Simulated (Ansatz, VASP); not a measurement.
# One calculation of BeTe, two programs

```
Be Te
1.0
     0.00000    2.83187    2.83187
     2.83187    0.00000    2.83187
     2.83187    2.83187    0.00000
Be Te
1 1
Direct
  0.00000 0.00000 0.00000
  0.25000 0.25000 0.25000
```

Alike in both runs: task relaxation of cell and atoms; functional PBE; dispersion D3(BJ); k mesh 8 × 8 × 8; occupations gaussian, width 0.02 eV; no spin polarisation.

|  | VASP | Ansatz |
| --- | --- | --- |
| version | VASP 6.6.1 | Ansatz 0.2.0 |
| potentials or method | VASP PAW PBE potentials, release 64 (Be, Te), cutoff 600 eV | scalar-relativistic, plane waves, PAW |
| valence electrons in the cell | 8 | 18 |

Ansatz gave:

```
gap on the k mesh at the Fermi level, each at its own relaxed structure (eV) : 1.92
relaxed volume (Å³/atom)                                                     : 21.73
relaxed cell length with the largest relative difference (Å)                 : 3.947
```

Which values does VASP return?

gap on the k mesh at the Fermi level, each at its own relaxed structure (eV): 1.91; relaxed volume (Å³/atom): 21.78; relaxed cell length with the largest relative difference (Å): 3.950.

VASP's potentials hold 8 valence electrons a cell and Ansatz's 18, so a difference there can come from the potentials and not from the codes.

Neither program's run includes spin-orbit coupling.
